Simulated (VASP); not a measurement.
# B16HN16 (a cell with a defect) in VASP: single point with PBE+D3(BJ)

Aim: the single point of B16HN16 (a cell with a defect) with PBE+D3(BJ).

Everything below comes from runs of VASP 6.6.1. Logs are shortened: lines on timing, memory, paths and dates and some standing lists are left out, and cuts for length are marked.

## Step 1: The cell of the first run

The cell holds a defect, 33 atoms: a = 6.660 Å, b = 6.660 Å, c = 6.660 Å, α = 97.63°, β = 97.63°, γ = 97.63°.

## Step 2: Single point, PBE+D3(BJ)

INCAR

```
  PREC = Accurate
  ENCUT = 520
  EDIFF = 1E-6
  ISMEAR = 0
  SIGMA = 0.02
  LREAL = Auto
  LASPH = True
  NELM = 80
  ALGO = Normal
  ISIF = 2
  LWAVE = False
  LCHARG = False
  GGA = PE
  IVDW = 12
  NBANDS = 86
  NELECT = 128.0
```

KPOINTS

```
Automatic mesh
0
Gamma
  2 2 2
  0.5 0.5 0.5
```

POSCAR

```
B16HN16
1.0
   -5.0122276282      2.8938109704      3.2948837601
    0.0000000000     -5.7876219408      3.2948837600
    5.0122276282      2.8938109704      3.2948837601
B N H
16 16 1
Direct
    0.2463573082      0.7456534158      0.9946633066
    0.4923175896      0.4897265119      0.9975620015
    0.7557047455      0.2523419590      1.0037307914
    0.9976609015      0.7466328494      0.2457764542
    1.0038459146      1.0020417349      1.0020199799
    0.2470388574      0.4972144978      0.2457931040
    0.5066898517      0.2545338649      0.2560637642
    0.7457461702      0.7449633119      0.4936734206
    0.7537110149      1.0018987410      0.2518495300
    0.9970077226      0.4965707467      0.4944182181
    0.2525141546      0.2574661209      0.5005224440
    0.4828942413      0.7323929573      0.7310370019
    0.5181963370      1.0143039651      0.5143206152
    0.7487546780      0.4889727342      0.7396543331
    1.0075678707      0.2540736891      0.7542052754
    0.2662634704      1.0143656663      0.7664494528
    0.5934826311      0.0915541035      0.3429467231
    0.8316169804      0.8304715620      0.3302327284
    0.0800893899      0.5792061047      0.3281563358
    0.3701325253      0.1236286017      0.6182978307
    0.3335393178      0.3328472301      0.3314899296
    0.5798103857      0.8293560836      0.5804943131
    0.8284006192      0.5774525791      0.5767973216
    0.0947608000      0.0915647684      0.8415616793
    0.0828266952      0.3321891300      0.5808790952
    0.3328047229      0.8297033816      0.8283618253
    0.5480391701      0.5365731617      0.7963207910
    0.8361246012      0.0842867161      0.0842505285
    0.8382627181      0.3347668350      0.8350777071
    0.0826095607      0.8309153516      0.0801553625
    0.3300259968      0.5786855056      0.0777742849
    0.5876081582      0.3353092083      0.0868360094
    0.4658300094      0.3382250837      0.7143666068
```

Potentials or basis: VASP PAW PBE potentials, release 64 (B, N, H).

Started as:

```console
$ cat potpaw_PBE.64/B/POTCAR potpaw_PBE.64/N/POTCAR potpaw_PBE.64/H/POTCAR > POTCAR
$ mpirun -np 1 vasp_std > vasp.out
```

OUTCAR:

```text
PREC = Accurate
   ENCUT = 520
   EDIFF = 1E-6
   ISMEAR = 0
   LREAL = Auto
   LASPH = True
   NELM = 80
   ISIF = 2
   GGA = PE
   IVDW = 12
   NELECT = 128.0
 IVDW          = 12

 ion  position               nearest neighbor table
   1  0.246  0.746  0.995-  30 1.44  31 1.45  26 1.46
   2  0.492  0.490  0.998-  31 1.43  32 1.43  27 1.50
   3  0.756  0.252  0.004-  28 1.44  32 1.45  29 1.45
   4  0.998  0.747  0.246-  19 1.45  18 1.45  30 1.45
   5  0.004  0.002  0.002-  30 1.45  28 1.45  24 1.45
   6  0.247  0.497  0.246-  19 1.44  31 1.45  21 1.45
[... 24 lines left out ...]
  31  0.330  0.579  0.078-   2 1.43   6 1.45   1 1.45
  32  0.588  0.335  0.087-   2 1.43   7 1.45   3 1.45
  33  0.466  0.338  0.714-

  LATTYP: Found a trigonal (rhomboedric) cell.
 ALAT       =     6.6597917927
 COS(alpha) =    -0.1328444049

  Lattice vectors:

 A1 = (  -5.0122276282,   2.8938109704,   3.2948837601)
 A2 = (   0.0000000000,  -5.7876219408,   3.2948837600)
 A3 = (   5.0122276282,   2.8938109704,   3.2948837601)

Analysis of symmetry for initial positions (statically):
=====================================================================
 Subroutine PRICEL returns:
 Original cell was already a primitive cell.

 Routine SETGRP: Setting up the symmetry group for a
 trigonal (rhombohedral) supercell.

 Subroutine GETGRP returns: Found  1 space group operations
 (whereof  1 operations were pure point group operations)
 out of a pool of 12 trial point group operations.

The static configuration has the point symmetry C_1 .

Analysis of symmetry for dynamics (positions and initial velocities):
=====================================================================
 Subroutine PRICEL returns:
 Original cell was already a primitive cell.

 Routine SETGRP: Setting up the symmetry group for a
 trigonal (rhombohedral) supercell.

 Subroutine GETGRP returns: Found  1 space group operations
 (whereof  1 operations were pure point group operations)
 out of a pool of 12 trial point group operations.

The dynamic configuration has the point symmetry C_1 .

 Subroutine INISYM returns: Found  1 space group operations
 (whereof  1 operations are pure point group operations),
 and found     1 'primitive' translations

----------------------------------------------------------------------------------------

                                     Primitive cell

  volume of cell :     286.7426

  direct lattice vectors                    reciprocal lattice vectors
    -5.012227628  2.893810970  3.294883760    -0.099756044  0.057594179  0.101166948
     0.000000000 -5.787621941  3.294883760     0.000000000 -0.115188358  0.101166948
     5.012227628  2.893810970  3.294883760     0.099756044  0.057594179  0.101166948

  length of vectors
     6.659791793  6.659791793  6.659791793     0.153307238  0.153307238  0.153307238

  position of ions in fractional coordinates (direct lattice)
     0.246357308  0.745653416  0.994663307
     0.492317590  0.489726512  0.997562002
     0.755704745  0.252341959  0.003730791
     0.997660901  0.746632849  0.245776454
     0.003845915  0.002041735  0.002019980
     0.247038857  0.497214498  0.245793104
[... 25 lines left out ...]
     0.587608158  0.335309208  0.086836009
     0.465830009  0.338225084  0.714366607

  ion indices of the primitive-cell ions
   primitive index   ion index
                 1           1
                 2           2
                 3           3
                 4           4
                 5           5
                 6           6
[... 25 lines left out ...]
                32          32
                33          33

----------------------------------------------------------------------------------------

 KPOINTS: Automatic mesh

Automatic generation of k-mesh.
 Grid dimensions read from file:
 generate k-points for:    2    2    2

 Generating k-lattice:

  Cartesian coordinates                     Fractional coordinates (reciprocal lattice)
    -0.049878022  0.028797089  0.050583474     0.500000000  0.000000000  0.000000000
     0.000000000 -0.057594179  0.050583474     0.000000000  0.500000000  0.000000000
     0.049878022  0.028797089  0.050583474     0.000000000  0.000000000  0.500000000

  Length of vectors
     0.076653619  0.076653619  0.076653619

  Shift w.r.t. Gamma in fractional coordinates (k-lattice)
     0.500000000  0.500000000  0.500000000

 Subroutine IBZKPT returns following result:
 ===========================================

 Found      4 irreducible k-points:

 Following reciprocal coordinates:
            Coordinates               Weight
  0.250000  0.250000  0.250000      2.000000
 -0.250000  0.250000  0.250000      2.000000
  0.250000 -0.250000  0.250000      2.000000
  0.250000  0.250000 -0.250000      2.000000
   k-points           NKPTS =      4   k-points in BZ     NKDIM =      4   number of bands    NBANDS=     86
   number of dos      NEDOS =    301   number of ions     NIONS =     33
   total plane-waves  NPLWV = 125000
   dimension x,y,z NGX =    50 NGY =   50 NGZ =   50
   dimension x,y,z NGXF=   100 NGYF=  100 NGZF=  100
   ions per type =              16  16   1
   NGX,Y,Z   is equivalent  to a cutoff of  12.48, 12.48, 12.48 a.u.
   NGXF,Y,Z  is equivalent  to a cutoff of  24.96, 24.96, 24.96 a.u.
 SYSTEM =  unknown system
   PREC   = accura    normal or accurate (medium, high low for compatibility)
   ISTART =      0    job   : 0-new  1-cont  2-samecut
   ICHARG =      2    charge: 1-file 2-atom 10-const
   ISPIN  =      1    spin polarized calculation?
   LNONCOLLINEAR =      F non collinear calculations
   LSORBIT =      F    spin-orbit coupling
   LASPH  =      T    aspherical Exc in radial PAW
   ENCUT  =  520.0 eV  38.22 Ry    6.18 a.u.  12.38 12.38 12.38*2*pi/ulx,y,z
   NELM   =     80;   NELMIN=  2; NELMDL= -5     # of ELM steps
   EDIFF  = 0.1E-05   stopping-criterion for ELM
   LREAL  =      T    real-space projection
   EDIFFG = 0.1E-04   stopping-criterion for IOM
   NSW    =      0    number of steps for IOM
   IBRION =     -1    ionic relax: 0-MD 1-quasi-New 2-CG
   NFREE  =      0    steps in history (QN), initial steepest desc. (CG)
   ISIF   =      2    stress and relaxation
   ISYM   =      2    0-nonsym 1-usesym 2-fastsym
   POTIM  = 0.5000    time-step for ionic-motion
   TEBEG  =    0.0;   TEEND  =   0.0 temperature during run
   PSTRESS=    0.0 pullay stress
   NELECT =     128.0000    total number of electrons
   NUPDOWN=      -1.0000    fix difference up-down
   EMIN   =  10.00;   EMAX   =-10.00  energy-range for DOS
   EFERMI =   0.00;   METHOD = LEGACY
   ISMEAR =     0;   SIGMA  =   0.02  broadening in eV -4-tet -1-fermi 0-gaus
   EFERMI_NEDOS =   21; number of points for ismear=-14 and -15
   IALGO  =     38    algorithm
   IMIX   =      4    mixing-type and parameters
     AMIX     =   0.40;   BMIX     =  1.00
     AMIX_MAG =   1.60;   BMIX_MAG =  1.00
  volume/ion in A,a.u.               =       8.69        58.64
  Fermi-wavevector in a.u.,A,eV,Ry     =   1.251163  2.364356 21.298697  1.565410
  Thomas-Fermi vector in A             =   2.385124
   LORBIT       =      0    0 simple, 1 ext, 2 COOP (PROOUT), +10 PAW based schemes
   GGA     = PE    functional components
   LHFCALC =     F    Hartree Fock is set to
   AEXX    =    0.0000 exact exchange contribution
   IVDW    =    12    specifies the selected vdW correction
   LEPSILON=     F    determine dielectric tensor
   LRPA    =     F    only Hartree local field effects (RPA)
 non-spin polarized calculation
 Gauss-broadening in eV      SIGMA  =   0.02
  energy-cutoff  :      520.00
  volume of cell :      286.74
 maximum number of plane-waves:      7728
 NGX is ok and might be reduce to    50
   NGX = 25   NGY = 25   NGZ = 25

 number of electron     127.9999998 magnetization

 Free energy of the ion-electron system (eV)
  ---------------------------------------------------
  ext. energy  EPLUGINS =         0.00000000
  ---------------------------------------------------
  free energy    TOTEN  =      -286.86291881 eV

  energy without entropy =     -286.86291881  energy(sigma->0) =     -286.86291881

 E-fermi :   2.3941     XC(G=0): -10.1285

 val. band max:        2.2311408060   @ k =   0.2500  -0.2500   0.2500
 cond. band min:       6.6971773525   @ k =   0.2500  -0.2500   0.2500
 fundamental gap:      4.4660365464
 Fermi energy:         2.3941362137

 k-point     1 :       0.2500    0.2500    0.2500
  band No.  band energies     occupation
      1     -15.3849      2.00000
      2     -14.6193      2.00000
      3     -14.1885      2.00000
      4     -14.1712      2.00000
      5     -14.0018      2.00000
      6     -13.9253      2.00000
[... 68 lines left out ...]
     75       9.6948      0.00000
     76       9.8320      0.00000

 k-point     2 :      -0.2500    0.2500    0.2500
  band No.  band energies     occupation
      1     -15.2980      2.00000
      2     -14.8183      2.00000
      3     -14.5094      2.00000
      4     -14.3258      2.00000
      5     -13.6521      2.00000
      6     -13.3857      2.00000
[... 68 lines left out ...]
     75       9.5634      0.00000
     76       9.7282      0.00000

 k-point     3 :       0.2500   -0.2500    0.2500
  band No.  band energies     occupation
      1     -15.2949      2.00000
      2     -14.8387      2.00000
      3     -14.4796      2.00000
      4     -14.3273      2.00000
      5     -13.6799      2.00000
      6     -13.3767      2.00000
[... 68 lines left out ...]
     75       9.6868      0.00000
     76       9.7759      0.00000

 k-point     4 :       0.2500    0.2500   -0.2500
  band No.  band energies     occupation
      1     -15.2981      2.00000
      2     -14.8185      2.00000
      3     -14.5087      2.00000
      4     -14.3258      2.00000
      5     -13.6532      2.00000
      6     -13.3858      2.00000
[... 68 lines left out ...]
     75       9.5627      0.00000
     76       9.7283      0.00000
 [bands above 76 left out]

------------------------ aborting loop because EDIFF is reached ----------------------------------------

 Edisp (eV)   -4.69456

 E8    (eV) :    -1.3702

  FORCE on cell =-STRESS in cart. coord.  units (eV):
  Direction    XX          YY          ZZ          XY          YZ          ZX
  --------------------------------------------------------------------------------------
  -------------------------------------------------------------------------------------
  Total      -6.31484   -10.46794   -10.21559     0.00561     3.66775    -0.01230
  in kB     -35.28424   -58.48970   -57.07974     0.03137    20.49360    -0.06873
  external pressure =      -50.28 kB  Pullay stress =        0.00 kB

 VOLUME and BASIS-vectors are now :
 -----------------------------------------------------------------------------
  energy-cutoff  :      520.00
  volume of cell :      286.74
      direct lattice vectors                 reciprocal lattice vectors
    -5.012227628  2.893810970  3.294883760    -0.099756044  0.057594179  0.101166948
     0.000000000 -5.787621941  3.294883760     0.000000000 -0.115188358  0.101166948
     5.012227628  2.893810970  3.294883760     0.099756044  0.057594179  0.101166948

 POSITION                                       TOTAL-FORCE (eV/Angst)
 -----------------------------------------------------------------------------------
      3.75068     -0.72428      6.54586         0.010770      0.003713      0.000776
      2.53240      1.47708      6.52257         0.035118      0.016559     -0.016094
     -3.76906      0.73720      3.33369         0.002766     -0.009142     -0.004242
     -3.76862     -0.72296      6.55705        -0.009014      0.025082      0.006668
     -0.00915      0.00516      0.02605        -0.008546      0.008721     -0.000512
     -0.00624     -1.45153      3.26209        -0.000867      0.023135      0.017068
[... 25 lines left out ...]
     -2.50998      0.01107      3.32702        -0.021810      0.046901     -0.015073
      1.24572      1.45775      5.00302        -0.001474     -0.480314      0.240922
 -----------------------------------------------------------------------------------
    total drift:                               -0.005425     -0.006447      0.005022

  FREE ENERGIE OF THE ION-ELECTRON SYSTEM (eV)
  ---------------------------------------------------
  free  energy   TOTEN  =      -291.5574777619 eV

  energy  without entropy=     -291.5574777619  energy(sigma->0) =     -291.55747776
```

Wall time 80 s (1 thread of Intel Xeon 6975P-C (Granite Rapids), shared host); peak memory 0.37 GiB.

Results:

```
Free energy                : -291.5575 eV
Largest force              : 0.537 eV/Å
Dispersion energy per atom : -0.142 eV
```

Forces on the atoms (eV/Å):
```
B    0.011  0.004  0.001
B    0.035  0.017 -0.016
B    0.003 -0.009 -0.004
B   -0.009  0.025  0.007
B   -0.009  0.009 -0.001
B   -0.001  0.023  0.017
B    0.019  0.002  0.008
B   -0.018  0.011  0.003
B   -0.007  0.011  0.004
B   -0.010  0.030  0.015
B    0.006  0.041 -0.043
B    0.005 -0.047 -0.025
B   -0.010  0.014 -0.009
B   -0.036  0.009 -0.004
B   -0.011  0.002  0.005
B    0.010  0.008 -0.013
N   -0.011 -0.005  0.012
N    0.012  0.007  0.021
N    0.003 -0.002  0.012
N   -0.001  0.000 -0.131
N   -0.006  0.017 -0.037
N    0.005  0.045  0.006
N    0.015  0.011  0.019
N    0.007  0.007  0.015
N    0.014  0.015 -0.022
N   -0.003  0.042  0.003
N   -0.010  0.057 -0.082
N    0.001  0.027  0.004
N    0.021  0.045 -0.007
N    0.004  0.011  0.019
N   -0.006  0.006 -0.002
N   -0.022  0.047 -0.015
H   -0.001 -0.480  0.241
```

Levels at points of the mesh, in eV from the Fermi level:
| k point | band 60 | band 61 | band 62 | band 63 | band 64 | band 65 | band 66 | band 67 | band 68 | band 69 |
| --- | --- | --- | --- | --- | --- | --- | --- | --- | --- | --- |
| (0.25, 0.25, 0.25) | -1.04 | -0.97 | -0.86 | -0.86 | -0.84 | 4.41 | 4.83 | 4.89 | 5.10 | 5.44 |

Caveat: the cell carries a net charge on a neutralising background, which shifts energy and pressure; the cell is charged against a uniform background, so pressure and absolute levels hang on convention.
